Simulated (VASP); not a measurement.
# InP (I-4m2) in VASP: relaxation of the atoms with PBE

Aim: the relaxation of the atoms of InP with PBE.

All numbers are computed with VASP 6.6.1; they aren't measurements. Logs are shortened: lines on timing, memory, paths and dates and some standing lists are left out, and cuts for length are marked.

### Step 1. The cell of the first run

It takes space group I-4m2 (No. 119, tetragonal). Conventional cell: a = 4.198 Å, b = 4.198 Å, c = 6.048 Å, α = 90.00°, β = 90.00°, γ = 90.00°. Within 3.4 Å of In (site symmetry -4m2) lie 4 P at 2.59 Å. Within 3.4 Å of P (site symmetry -4m2) lie 4 In at 2.59 Å.

### Step 2. Relaxation of the atoms, PBE (strained cell)

Input file INCAR:

```
  ALGO = Normal
  EDIFF = 1E-7
  EDIFFG = -0.002
  ENCUT = 450
  GGA = PE
  GGA_COMPAT = F
  IBRION = 2
  ISIF = 2
  ISMEAR = 0
  LASPH = T
  LCHARG = F
  LREAL = F
  LWAVE = F
  NELM = 120
  NELMIN = 4
  NSW = 60
  PREC = Accurate
  SIGMA = 0.02
```

Input file KPOINTS:

```
k-points
0
Gamma
  8 8 8
```

Input file POSCAR:

```
InP
1.0
    0.0000000000      2.9683795534      3.0242461699
    2.9683795534      0.0000000000      3.0242461699
    2.9683795534      2.9683795534      0.0000000000
In P
1 1
Direct
    0.0000000000      0.0000000000      0.0000000000
    0.2500000000      0.2500000000      0.2500000000
```

Potentials or basis: VASP PAW PBE potentials, release 64 (In_d, P).

The run is started by

```bash
$ cat potpaw_PBE.64/In_d/POTCAR potpaw_PBE.64/P/POTCAR > POTCAR
$ mpirun -np 1 vasp_std > vasp.out
```

OUTCAR:

```text
EDIFF = 1E-7
   EDIFFG = -0.002
   ENCUT = 450
   GGA = PE
   IBRION = 2
   ISIF = 2
   ISMEAR = 0
   LASPH = T
   LREAL = F
   NELM = 120
   NELMIN = 4
   NSW = 60
   PREC = Accurate

 ion  position               nearest neighbor table
   1  0.000  0.000  0.000-   2 2.59   2 2.59   2 2.59   2 2.59
   2  0.250  0.250  0.250-   1 2.59   1 2.59   1 2.59   1 2.59

  LATTYP: Found a body centered tetragonal cell.
 ALAT       =     4.1979226227
 C/A-ratio  =     1.4408298779

  Lattice vectors:

 A1 = (  -2.9683795534,   0.0000000000,   3.0242461699)
 A2 = (   2.9683795534,   0.0000000000,   3.0242461699)
 A3 = (   0.0000000000,   2.9683795534,  -3.0242461699)

Analysis of symmetry for initial positions (statically):
=====================================================================
 Subroutine PRICEL returns:
 Original cell was already a primitive cell.

 Routine SETGRP: Setting up the symmetry group for a
 body centered tetragonal supercell.

 Subroutine GETGRP returns: Found  8 space group operations
 (whereof  8 operations were pure point group operations)
 out of a pool of 16 trial point group operations.

The static configuration has the point symmetry D_2d.

Analysis of symmetry for dynamics (positions and initial velocities):
=====================================================================
 Subroutine PRICEL returns:
 Original cell was already a primitive cell.

 Routine SETGRP: Setting up the symmetry group for a
 body centered tetragonal supercell.

 Subroutine GETGRP returns: Found  8 space group operations
 (whereof  8 operations were pure point group operations)
 out of a pool of 16 trial point group operations.

The dynamic configuration has the point symmetry D_2d.

 Subroutine INISYM returns: Found  8 space group operations
 (whereof  8 operations are pure point group operations),
 and found     1 'primitive' translations

----------------------------------------------------------------------------------------

                                     Primitive cell

  volume of cell :      53.2949

  direct lattice vectors                    reciprocal lattice vectors
     0.000000000  2.968379553  3.024246170    -0.168442071  0.168442071  0.165330457
     2.968379553  0.000000000  3.024246170     0.168442071 -0.168442071  0.165330457
     2.968379553  2.968379553  0.000000000     0.168442071  0.168442071 -0.165330457

  length of vectors
     4.237610420  4.237610420  4.197922623     0.289964864  0.289964864  0.289964864

  position of ions in fractional coordinates (direct lattice)
     0.000000000  0.000000000  0.000000000
     0.250000000  0.250000000  0.250000000

  ion indices of the primitive-cell ions
   primitive index   ion index
                 1           1
                 2           2

----------------------------------------------------------------------------------------

 KPOINTS: k-points

Automatic generation of k-mesh.
 Grid dimensions read from file:
 generate k-points for:    8    8    8

 Generating k-lattice:

  Cartesian coordinates                     Fractional coordinates (reciprocal lattice)
    -0.021055259  0.021055259  0.020666307     0.125000000  0.000000000  0.000000000
     0.021055259 -0.021055259  0.020666307     0.000000000  0.125000000  0.000000000
     0.021055259  0.021055259 -0.020666307    -0.000000000 -0.000000000  0.125000000

  Length of vectors
     0.036245608  0.036245608  0.036245608

  Shift w.r.t. Gamma in fractional coordinates (k-lattice)
     0.000000000  0.000000000  0.000000000

 Subroutine IBZKPT returns following result:
 ===========================================

 Found     59 irreducible k-points:

 Following reciprocal coordinates:
            Coordinates               Weight
  0.000000  0.000000  0.000000      1.000000
  0.125000  0.000000  0.000000      8.000000
  0.250000  0.000000  0.000000      8.000000
  0.375000  0.000000  0.000000      8.000000
  0.500000  0.000000  0.000000      4.000000
  0.125000  0.125000  0.000000      2.000000
[... 16 lines left out ...]
  0.250000  0.000000  0.125000     16.000000
  0.375000  0.000000  0.125000     16.000000
 [... further k-points ...]
   k-points           NKPTS =     59   k-points in BZ     NKDIM =     59   number of bands    NBANDS=     13
   number of dos      NEDOS =    301   number of ions     NIONS =      2
   total plane-waves  NPLWV =  27000
   dimension x,y,z NGX =    30 NGY =   30 NGZ =   30
   dimension x,y,z NGXF=    60 NGYF=   60 NGZF=   60
   ions per type =               1   1
   NGX,Y,Z   is equivalent  to a cutoff of  11.77, 11.77, 11.88 a.u.
   NGXF,Y,Z  is equivalent  to a cutoff of  23.54, 23.54, 23.76 a.u.
 SYSTEM =  unknown system
   PREC   = accura    normal or accurate (medium, high low for compatibility)
   ISTART =      0    job   : 0-new  1-cont  2-samecut
   ICHARG =      2    charge: 1-file 2-atom 10-const
   ISPIN  =      1    spin polarized calculation?
   LNONCOLLINEAR =      F non collinear calculations
   LSORBIT =      F    spin-orbit coupling
   LASPH  =      T    aspherical Exc in radial PAW
   ENCUT  =  450.0 eV  33.07 Ry    5.75 a.u.   7.33  7.33  7.26*2*pi/ulx,y,z
   NELM   =    120;   NELMIN=  4; NELMDL= -5     # of ELM steps
   EDIFF  = 0.1E-06   stopping-criterion for ELM
   LREAL  =      F    real-space projection
   EDIFFG = -.2E-02   stopping-criterion for IOM
   NSW    =     60    number of steps for IOM
   IBRION =      2    ionic relax: 0-MD 1-quasi-New 2-CG
   NFREE  =      1    steps in history (QN), initial steepest desc. (CG)
   ISIF   =      2    stress and relaxation
   ISYM   =      2    0-nonsym 1-usesym 2-fastsym
   POTIM  = 0.5000    time-step for ionic-motion
   TEBEG  =    0.0;   TEEND  =   0.0 temperature during run
   PSTRESS=    0.0 pullay stress
   NELECT =      18.0000    total number of electrons
   NUPDOWN=      -1.0000    fix difference up-down
   EMIN   =  10.00;   EMAX   =-10.00  energy-range for DOS
   EFERMI =   0.00;   METHOD = LEGACY
   ISMEAR =     0;   SIGMA  =   0.02  broadening in eV -4-tet -1-fermi 0-gaus
   EFERMI_NEDOS =   21; number of points for ismear=-14 and -15
   IALGO  =     38    algorithm
   IMIX   =      4    mixing-type and parameters
     AMIX     =   0.40;   BMIX     =  1.00
     AMIX_MAG =   1.60;   BMIX_MAG =  1.00
  volume/ion in A,a.u.               =      26.65       179.83
  Fermi-wavevector in a.u.,A,eV,Ry     =   1.140084  2.154447 17.684750  1.299792
  Thomas-Fermi vector in A             =   2.276787
   LORBIT       =      0    0 simple, 1 ext, 2 COOP (PROOUT), +10 PAW based schemes
   GGA     = PE    functional components
   LHFCALC =     F    Hartree Fock is set to
   AEXX    =    0.0000 exact exchange contribution
   IVDW    =     0    specifies the selected vdW correction
   LEPSILON=     F    determine dielectric tensor
   LRPA    =     F    only Hartree local field effects (RPA)
 conjugate gradient relaxation of ions
 non-spin polarized calculation
 Gauss-broadening in eV      SIGMA  =   0.02
  energy-cutoff  :      450.00
  volume of cell :       53.29
 maximum number of plane-waves:      1179
 NGX is ok and might be reduce to    30
   NGX = 15   NGY = 15   NGZ = 15

 number of electron      17.9999990 magnetization

 Free energy of the ion-electron system (eV)
  ---------------------------------------------------
  ext. energy  EPLUGINS =         0.00000000
  ---------------------------------------------------
  free energy    TOTEN  =        -8.40439078 eV

  energy without entropy =       -8.40439078  energy(sigma->0) =       -8.40439078

 E-fermi :   4.7466     XC(G=0):  -9.0316

 val. band max:        4.6128704401   @ k =   0.0000   0.0000   0.0000
 cond. band min:       4.9819232525   @ k =   0.0000   0.0000   0.0000
 fundamental gap:      0.3690528125
 Fermi energy:         4.7466020231

 k-point     1 :       0.0000    0.0000    0.0000
  band No.  band energies     occupation
      1      -9.5069      2.00000
      2      -9.4989      2.00000
      3      -9.4989      2.00000
      4      -9.3780      2.00000
      5      -9.3748      2.00000
      6      -6.5563      2.00000
      7       4.5264      2.00000
      8       4.6129      2.00000
      9       4.6129      2.00000
     10       4.9819      0.00000
     11       8.6630      0.00000
     12       8.6630      0.00000
     13       8.6943      0.00000

 k-point     2 :       0.1250    0.0000    0.0000
  band No.  band energies     occupation
      1      -9.5167      2.00000
      2      -9.4975      2.00000
      3      -9.4928      2.00000
      4      -9.3781      2.00000
      5      -9.3744      2.00000
      6      -6.3938      2.00000
      7       3.0291      2.00000
      8       4.3820      2.00000
      9       4.4497      2.00000
     10       6.0120      0.00000
     11       8.7658      0.00000
     12       8.9255      0.00000
     13       8.9500      0.00000

 k-point     3 :       0.2500    0.0000    0.0000
  band No.  band energies     occupation
      1      -9.5502      2.00000
      2      -9.4848      2.00000
      3      -9.4800      2.00000
      4      -9.3767      2.00000
      5      -9.3715      2.00000
      6      -5.9412      2.00000
      7       1.2476      2.00000
      8       4.0313      2.00000
      9       4.1210      2.00000
     10       6.2112      0.00000
     11       9.3036      0.00000
     12       9.3571      0.00000
     13       9.7561      0.00000
[... 305 lines left out ...]
 k-point    23 :       0.2500    0.0000    0.1250
  band No.  band energies     occupation
      1      -9.5541      2.00000
      2      -9.4806      2.00000
      3      -9.4750      2.00000
      4      -9.3860      2.00000
      5      -9.3666      2.00000
      6      -5.9789      2.00000
      7       1.6706      2.00000
      8       3.6904      2.00000
      9       3.7584      2.00000
     10       6.9884      0.00000
     11       8.1056      0.00000
     12       9.8330      0.00000
     13       9.9795      0.00000

 k-point    24 :       0.3750    0.0000    0.1250
  band No.  band energies     occupation
      1      -9.5832      2.00000
      2      -9.4702      2.00000
      3      -9.4648      2.00000
      4      -9.3836      2.00000
      5      -9.3618      2.00000
      6      -5.4154      2.00000
      7       0.2023      2.00000
      8       3.2808      2.00000
      9       3.4636      2.00000
     10       6.8657      0.00000
     11       8.8319      0.00000
     12      10.0351      0.00000
     13      10.3163      0.00000

 [... further k-points ...]

------------------------ aborting loop because EDIFF is reached ----------------------------------------

  FORCE on cell =-STRESS in cart. coord.  units (eV):
  Direction    XX          YY          ZZ          XY          YZ          ZX
  --------------------------------------------------------------------------------------
  -------------------------------------------------------------------------------------
  Total       -0.0602898     -0.0602898     -0.3258576      0.0000000      0.0000000      0.0000000
  in kB       -1.8124607     -1.8124607     -9.7960839      0.0000000      0.0000000      0.0000000
  external PRESSURE =      -4.4736684 kB  Pullay stress =       0.0000000 kB

 VOLUME and BASIS-vectors are now :
 -----------------------------------------------------------------------------
  energy-cutoff  :      450.00
  volume of cell :       53.29
      direct lattice vectors                 reciprocal lattice vectors
     0.000000000  2.968379553  3.024246170    -0.168442071  0.168442071  0.165330457
     2.968379553  0.000000000  3.024246170     0.168442071 -0.168442071  0.165330457
     2.968379553  2.968379553  0.000000000     0.168442071  0.168442071 -0.165330457

 POSITION                                       TOTAL-FORCE (eV/Angst)
 -----------------------------------------------------------------------------------
      0.00000      0.00000      0.00000        -0.000000     -0.000000     -0.000000
      1.48419      1.48419      1.51212         0.000000      0.000000      0.000000
 -----------------------------------------------------------------------------------
    total drift:                               -0.000000     -0.000000     -0.000000

  FREE ENERGIE OF THE ION-ELECTRON SYSTEM (eV)
  ---------------------------------------------------
  free  energy   TOTEN  =        -8.4043907843 eV

  energy  without entropy=       -8.4043907843  energy(sigma->0) =       -8.40439078

 reached required accuracy - stopping structural energy minimisation
```

It took 68 s on 1 thread of Oxide Virtual Turin-like, shared host; peak memory 0.15 GiB.

What came out:

```
Free energy             : -8.4044 eV
Pressure after relaxing : -0.4 GPa
Band gap on the k mesh  : 0.37 eV
```

Final structure:
```
In P
1.0
     0.00000    2.96838    3.02425
     2.96838    0.00000    3.02425
     2.96838    2.96838    0.00000
In P
1 1
Cartesian
  0.0000 0.0000 0.0000
  1.4842 1.4842 1.5121
```

Caveat: the cell differs from its parent crystal (strained cell); semilocal functionals underestimate gaps, and a narrow one can read as zero; spin-orbit coupling is left out, which moves the levels of the heavy elements.
